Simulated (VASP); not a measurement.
# TePb (Pm-3m) in VASP: notebook

Runs on TePb. Level: PBE+D3(BJ). Tasks: single point.

Everything below comes from runs of VASP 6.6.1. Logs are shortened: lines on timing, memory, paths and dates and some standing lists are left out, and cuts for length are marked.

## Step 1: The cell of the first run

It takes space group Pm-3m (No. 221, cubic). Conventional cell: a = 3.851 Å, b = 3.851 Å, c = 3.851 Å, α = 90.00°, β = 90.00°, γ = 90.00°. Te (site symmetry m-3m) has 8 Pb at 3.34 Å and 6 Te at 3.85 Å within 4.4 Å. Pb (site symmetry m-3m) has 8 Te at 3.34 Å and 6 Pb at 3.85 Å within 4.4 Å.

## Step 2: Single point, PBE+D3(BJ)

Contents of INCAR:

```
SYSTEM = TePb
ALGO     = Normal         ! electronic algorithm
EDIFF    = 1E-7           ! SCF threshold, eV
ENCUT    = 520            ! plane-wave cutoff, eV
GGA      = PE             ! functional
ISIF     = 2              ! what is computed and relaxed
ISMEAR   = 0              ! smearing method
IVDW     = 12             ! dispersion correction
LASPH    = .True.         ! aspherical terms in the spheres
LCHARG   = .True.         ! write CHGCAR
LELF     = .True.         ! ELF
LREAL    = .False.        ! projectors in reciprocal space
LVHAR    = .True.       
LWAVE    = .False.        ! write WAVECAR
NBANDS   = 17             ! bands
NELM     = 80             ! most SCF steps
PREC     = Accurate       ! precision mode
SIGMA    = 0.05           ! smearing width, eV
```

Contents of KPOINTS:

```
k-points
0
Gamma
  8 8 8
  0 0 0
```

Contents of POSCAR:

```
TePb
1.0
    3.8509494324      0.0000000000      0.0000000000
    0.0000000000      3.8509494324      0.0000000000
    0.0000000000      0.0000000000      3.8509494324
Te Pb
1 1
Direct
    0.5000000000      0.5000000000      0.5000000000
    0.0000000000      0.0000000000      0.0000000000
```

Potentials or basis: VASP PAW PBE potentials, release 64 (Te, Pb_d).

Command:

```
$ cat potpaw_PBE.64/Te/POTCAR potpaw_PBE.64/Pb_d/POTCAR > POTCAR
$ mpirun -np 1 vasp_std > vasp.out
```

OUTCAR:

```text
SYSTEM = TePb
   EDIFF = 1E-7
   ENCUT = 520
   GGA = PE
   ISIF = 2
   ISMEAR = 0
   IVDW = 12
   LASPH = .True.
   LREAL = .False.
   NELM = 80
   PREC = Accurate
 IVDW          = 12

 ion  position               nearest neighbor table
   1  0.500  0.500  0.500-   2 3.34   2 3.34   2 3.34   2 3.34   2 3.34   2 3.34   2 3.34   2 3.34

   2  0.000  0.000  0.000-   1 3.34   1 3.34   1 3.34   1 3.34   1 3.34   1 3.34   1 3.34   1 3.34

  LATTYP: Found a simple cubic cell.
 ALAT       =     3.8509494324

  Lattice vectors:

 A1 = (   3.8509494324,   0.0000000000,   0.0000000000)
 A2 = (   0.0000000000,   3.8509494324,   0.0000000000)
 A3 = (   0.0000000000,   0.0000000000,   3.8509494324)

Analysis of symmetry for initial positions (statically):
=====================================================================
 Subroutine PRICEL returns:
 Original cell was already a primitive cell.

 Routine SETGRP: Setting up the symmetry group for a
 simple cubic supercell.

 Subroutine GETGRP returns: Found 48 space group operations
 (whereof 48 operations were pure point group operations)
 out of a pool of 48 trial point group operations.

The static configuration has the point symmetry O_h .

Analysis of symmetry for dynamics (positions and initial velocities):
=====================================================================
 Subroutine PRICEL returns:
 Original cell was already a primitive cell.

 Routine SETGRP: Setting up the symmetry group for a
 simple cubic supercell.

 Subroutine GETGRP returns: Found 48 space group operations
 (whereof 48 operations were pure point group operations)
 out of a pool of 48 trial point group operations.

The dynamic configuration has the point symmetry O_h .

 Subroutine INISYM returns: Found 48 space group operations
 (whereof 48 operations are pure point group operations),
 and found     1 'primitive' translations

----------------------------------------------------------------------------------------

                                     Primitive cell

  volume of cell :      57.1089

  direct lattice vectors                    reciprocal lattice vectors
     3.850949432  0.000000000  0.000000000     0.259676222  0.000000000  0.000000000
     0.000000000  3.850949432  0.000000000     0.000000000  0.259676222  0.000000000
     0.000000000  0.000000000  3.850949432     0.000000000  0.000000000  0.259676222

  length of vectors
     3.850949432  3.850949432  3.850949432     0.259676222  0.259676222  0.259676222

  position of ions in fractional coordinates (direct lattice)
     0.500000000  0.500000000  0.500000000
     0.000000000  0.000000000  0.000000000

  ion indices of the primitive-cell ions
   primitive index   ion index
                 1           1
                 2           2

----------------------------------------------------------------------------------------

 KPOINTS: k-points

Automatic generation of k-mesh.
 Grid dimensions read from file:
 generate k-points for:    8    8    8

 Generating k-lattice:

  Cartesian coordinates                     Fractional coordinates (reciprocal lattice)
     0.032459528  0.000000000  0.000000000     0.125000000  0.000000000  0.000000000
     0.000000000  0.032459528  0.000000000     0.000000000  0.125000000  0.000000000
     0.000000000  0.000000000  0.032459528     0.000000000  0.000000000  0.125000000

  Length of vectors
     0.032459528  0.032459528  0.032459528

  Shift w.r.t. Gamma in fractional coordinates (k-lattice)
     0.000000000  0.000000000  0.000000000

 Subroutine IBZKPT returns following result:
 ===========================================

 Found     35 irreducible k-points:

 Following reciprocal coordinates:
            Coordinates               Weight
  0.000000  0.000000  0.000000      1.000000
  0.125000  0.000000  0.000000      6.000000
  0.250000  0.000000  0.000000      6.000000
  0.375000  0.000000  0.000000      6.000000
  0.500000  0.000000  0.000000      3.000000
  0.125000  0.125000  0.000000     12.000000
[... 16 lines left out ...]
  0.375000  0.375000  0.125000     24.000000
  0.500000  0.375000  0.125000     24.000000
 [... further k-points ...]
   k-points           NKPTS =     35   k-points in BZ     NKDIM =     35   number of bands    NBANDS=     17
   number of dos      NEDOS =    301   number of ions     NIONS =      2
   total plane-waves  NPLWV =  27000
   dimension x,y,z NGX =    30 NGY =   30 NGZ =   30
   dimension x,y,z NGXF=    60 NGYF=   60 NGZF=   60
   ions per type =               1   1
   NGX,Y,Z   is equivalent  to a cutoff of  12.95, 12.95, 12.95 a.u.
   NGXF,Y,Z  is equivalent  to a cutoff of  25.90, 25.90, 25.90 a.u.
 SYSTEM =  TePb
   PREC   = accura    normal or accurate (medium, high low for compatibility)
   ISTART =      0    job   : 0-new  1-cont  2-samecut
   ICHARG =      2    charge: 1-file 2-atom 10-const
   ISPIN  =      1    spin polarized calculation?
   LNONCOLLINEAR =      F non collinear calculations
   LSORBIT =      F    spin-orbit coupling
   LASPH  =      T    aspherical Exc in radial PAW
   ENCUT  =  520.0 eV  38.22 Ry    6.18 a.u.   7.16  7.16  7.16*2*pi/ulx,y,z
   NELM   =     80;   NELMIN=  2; NELMDL= -5     # of ELM steps
   EDIFF  = 0.1E-06   stopping-criterion for ELM
   LREAL  =      F    real-space projection
   EDIFFG = 0.1E-05   stopping-criterion for IOM
   NSW    =      0    number of steps for IOM
   IBRION =     -1    ionic relax: 0-MD 1-quasi-New 2-CG
   NFREE  =      0    steps in history (QN), initial steepest desc. (CG)
   ISIF   =      2    stress and relaxation
   ISYM   =      2    0-nonsym 1-usesym 2-fastsym
   POTIM  = 0.5000    time-step for ionic-motion
   TEBEG  =    0.0;   TEEND  =   0.0 temperature during run
   PSTRESS=    0.0 pullay stress
   NELECT =      20.0000    total number of electrons
   NUPDOWN=      -1.0000    fix difference up-down
   EMIN   =  10.00;   EMAX   =-10.00  energy-range for DOS
   EFERMI =   0.00;   METHOD = LEGACY
   ISMEAR =     0;   SIGMA  =   0.05  broadening in eV -4-tet -1-fermi 0-gaus
   EFERMI_NEDOS =   21; number of points for ismear=-14 and -15
   IALGO  =     38    algorithm
   IMIX   =      4    mixing-type and parameters
     AMIX     =   0.40;   BMIX     =  1.00
     AMIX_MAG =   1.60;   BMIX_MAG =  1.00
  volume/ion in A,a.u.               =      28.55       192.69
  Fermi-wavevector in a.u.,A,eV,Ry     =   1.153941  2.180633 18.117250  1.331580
  Thomas-Fermi vector in A             =   2.290581
   LORBIT       =      0    0 simple, 1 ext, 2 COOP (PROOUT), +10 PAW based schemes
   GGA     = PE    functional components
   LHFCALC =     F    Hartree Fock is set to
   AEXX    =    0.0000 exact exchange contribution
   IVDW    =    12    specifies the selected vdW correction
   LEPSILON=     F    determine dielectric tensor
   LRPA    =     F    only Hartree local field effects (RPA)
 non-spin polarized calculation
 Gauss-broadening in eV      SIGMA  =   0.05
  energy-cutoff  :      520.00
  volume of cell :       57.11
 maximum number of plane-waves:      1568
 NGX is ok and might be reduce to    30
   NGX = 15   NGY = 15   NGZ = 15

 number of electron      20.0000001 magnetization

 Free energy of the ion-electron system (eV)
  ---------------------------------------------------
  ext. energy  EPLUGINS =         0.00000000
  ---------------------------------------------------
  free energy    TOTEN  =        -6.95536462 eV

  energy without entropy =       -6.95303736  energy(sigma->0) =       -6.95420099

 E-fermi :   7.7464     XC(G=0): -10.2273

 val. band max:        7.6533547178   @ k =   0.3750   0.3750   0.3750
 cond. band min:       7.7599933775   @ k =   0.5000   0.3750   0.2500
 fundamental gap:      0.1066386598
 Fermi energy:         7.7463585479

 k-point     1 :       0.0000    0.0000    0.0000
  band No.  band energies     occupation
      1      -9.3457      2.00000
      2      -9.3457      2.00000
      3      -9.2265      2.00000
      4      -9.2265      2.00000
      5      -9.2265      2.00000
      6      -5.2115      2.00000
[... 9 lines left out ...]
     16      19.2882      0.00000
     17      19.2889      0.00000

 k-point     2 :       0.1250    0.0000    0.0000
  band No.  band energies     occupation
      1      -9.3449      2.00000
      2      -9.3307      2.00000
      3      -9.2326      2.00000
      4      -9.2326      2.00000
      5      -9.2261      2.00000
      6      -5.0672      2.00000
[... 9 lines left out ...]
     16      18.1895      0.00000
     17      18.5280      0.00000

 k-point     3 :       0.2500    0.0000    0.0000
  band No.  band energies     occupation
      1      -9.3427      2.00000
      2      -9.2946      2.00000
      3      -9.2471      2.00000
      4      -9.2471      2.00000
      5      -9.2251      2.00000
      6      -4.6468      2.00000
[... 9 lines left out ...]
     16      16.5780      0.00000
     17      18.6419      0.00000

 k-point     4 :       0.3750    0.0000    0.0000
  band No.  band energies     occupation
      1      -9.3406      2.00000
      2      -9.2615      2.00000
      3      -9.2615      2.00000
      4      -9.2588      2.00000
      5      -9.2241      2.00000
      6      -4.0216      2.00000
[... 9 lines left out ...]
     16      17.5863      0.00000
     17      19.4021      0.00000

 k-point     5 :       0.5000    0.0000    0.0000
  band No.  band energies     occupation
      1      -9.3398      2.00000
      2      -9.2675      2.00000
      3      -9.2675      2.00000
      4      -9.2440      2.00000
      5      -9.2238      2.00000
      6      -3.5843      2.00000
[... 9 lines left out ...]
     16      19.5649      0.00000
     17      20.4263      0.00000

 k-point     6 :       0.1250    0.1250    0.0000
  band No.  band energies     occupation
      1      -9.3370      2.00000
      2      -9.3225      2.00000
      3      -9.2396      2.00000
      4      -9.2329      2.00000
      5      -9.2311      2.00000
      6      -4.9231      2.00000
[... 9 lines left out ...]
     16      17.3456      0.00000
     17      17.6874      0.00000

 k-point     7 :       0.2500    0.1250    0.0000
  band No.  band energies     occupation
      1      -9.3323      2.00000
      2      -9.2886      2.00000
      3      -9.2564      2.00000
      4      -9.2463      2.00000
      5      -9.2306      2.00000
      6      -4.5051      2.00000
[... 9 lines left out ...]
     16      16.7781      0.00000
     17      17.4066      0.00000

 k-point     8 :       0.3750    0.1250    0.0000
  band No.  band energies     occupation
      1      -9.3298      2.00000
      2      -9.2730      2.00000
      3      -9.2603      2.00000
      4      -9.2527      2.00000
      5      -9.2293      2.00000
      6      -3.8889      2.00000
[... 9 lines left out ...]
     16      17.6704      0.00000
     17      17.7907      0.00000
[... 203 lines left out ...]
      1      -9.3166      2.00000
      2      -9.2815      2.00000
      3      -9.2741      2.00000
      4      -9.2352      2.00000
      5      -9.2319      2.00000
      6      -3.3529      2.00000
[... 9 lines left out ...]
     16      16.8841      0.00000
     17      17.1401      0.00000

 k-point    20 :       0.2500    0.2500    0.1250
  band No.  band energies     occupation
      1      -9.3008      2.00000
      2      -9.2771      2.00000
      3      -9.2641      2.00000
      4      -9.2535      2.00000
      5      -9.2490      2.00000
      6      -3.9671      2.00000
[... 9 lines left out ...]
     16      17.1490      0.00000
     17      17.6813      0.00000

 k-point    21 :       0.3750    0.2500    0.1250
  band No.  band energies     occupation
      1      -9.2983      2.00000
      2      -9.2938      2.00000
      3      -9.2662      2.00000
      4      -9.2488      2.00000
      5      -9.2302      2.00000
      6      -3.4047      2.00000
[... 9 lines left out ...]
     16      16.6500      0.00000
     17      18.0299      0.00000

 k-point    22 :       0.5000    0.2500    0.1250
  band No.  band energies     occupation
      1      -9.3064      2.00000
      2      -9.2925      2.00000
      3      -9.2722      2.00000
      4      -9.2477      2.00000
      5      -9.2155      2.00000
      6      -3.0519      2.00000
[... 9 lines left out ...]
     16      16.4203      0.00000
     17      18.0097      0.00000

 k-point    23 :       0.3750    0.3750    0.1250
  band No.  band energies     occupation
      1      -9.3227      2.00000
      2      -9.2807      2.00000
      3      -9.2634      2.00000
      4      -9.2613      2.00000
      5      -9.2031      2.00000
      6      -2.9428      2.00000
[... 9 lines left out ...]
     16      17.0007      0.00000
     17      18.3436      0.00000

 k-point    24 :       0.5000    0.3750    0.1250
  band No.  band energies     occupation
      1      -9.3329      2.00000
      2      -9.2771      2.00000
      3      -9.2679      2.00000
      4      -9.2607      2.00000
      5      -9.1898      2.00000
      6      -2.6927      2.00000
[... 9 lines left out ...]
     16      17.2019      0.00000
     17      18.1660      0.00000

 [... further k-points ...]

------------------------ aborting loop because EDIFF is reached ----------------------------------------

 Edisp (eV)   -0.94382

 E8    (eV) :    -0.4533

  FORCE on cell =-STRESS in cart. coord.  units (eV):
  Direction    XX          YY          ZZ          XY          YZ          ZX
  --------------------------------------------------------------------------------------
  -------------------------------------------------------------------------------------
  Total       1.02780     1.02780     1.02780     0.00000     0.00000     0.00000
  in kB      28.83463    28.83463    28.83463     0.00000     0.00000     0.00000
  external pressure =       28.83 kB  Pullay stress =        0.00 kB

 VOLUME and BASIS-vectors are now :
 -----------------------------------------------------------------------------
  energy-cutoff  :      520.00
  volume of cell :       57.11
      direct lattice vectors                 reciprocal lattice vectors
     3.850949432  0.000000000  0.000000000     0.259676222  0.000000000  0.000000000
     0.000000000  3.850949432  0.000000000     0.000000000  0.259676222  0.000000000
     0.000000000  0.000000000  3.850949432     0.000000000  0.000000000  0.259676222

 POSITION                                       TOTAL-FORCE (eV/Angst)
 -----------------------------------------------------------------------------------
      1.92547      1.92547      1.92547         0.000000      0.000000      0.000000
      0.00000      0.00000      0.00000         0.000000      0.000000      0.000000
 -----------------------------------------------------------------------------------
    total drift:                               -0.000000     -0.000000     -0.000000

  FREE ENERGIE OF THE ION-ELECTRON SYSTEM (eV)
  ---------------------------------------------------
  free  energy   TOTEN  =        -7.8991821934 eV

  energy  without entropy=       -7.8968549363  energy(sigma->0) =       -7.89801856
```

Run time: 24 s. Hardware: 1 thread of AMD EPYC 7R13 (Zen 3), shared host; peak memory 0.17 GiB.

Results:

```
Free energy                : -7.8992 eV
Pressure                   : 2.9 GPa
Band gap on the k mesh     : zero (band 10 reaches 8.01 eV, above the bottom of band 11 at 6.38 eV)
Dispersion energy per atom : -0.472 eV
```

Caveat: spin-orbit coupling is left out, which moves the levels of the heavy elements; pairwise dispersion overbinds metals, which lowers pressure and volume.

(Continued in part 2 of 2.)
